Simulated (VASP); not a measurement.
## Mo2C: single point with LDA

The system is Mo2C.

```
C Mo
1.0
     0.00000    2.62907    2.62907
     2.62907    0.00000    2.62907
     2.62907    2.62907    0.00000
C Mo
1 2
Direct
  0.00000 0.00000 0.00000
  0.25000 0.25000 0.25000
  0.75000 0.75000 0.75000
```

- Program: VASP 6.6.1
- Task: single point
- Functional: LDA
- Potentials or basis: VASP PAW LDA potentials, release 64 (C, Mo_sv)
- Cutoff: 600 eV
- k mesh: 7 × 7 × 7
- Occupations: fermi-dirac, width 0.05 eV
- Spin: no spin polarisation
- Dipole correction: no
- Further INCAR settings: ALGO = Normal; EDIFF = 1e-06; NBANDS = 23

| Item | Value |
| --- | --- |
| Pressure | 1.2 GPa |
| Band gap on the k mesh | zero (bands 16 and 17 overlap by 3.58 eV) |

Levels at points of the mesh, in eV from the Fermi level:
| k point | band 14 | band 15 | band 16 | band 17 | band 18 | band 19 |
| --- | --- | --- | --- | --- | --- | --- |
| (0.00, 0.00, 0.00) | -4.87 | 0.00 | 2.90 | 2.90 | 2.90 | 4.40 |

It took 18 s on 1 thread of AMD EPYC 7R43 64-Core Processor (Zen 3) (shared host), peak memory 0.11 GiB.
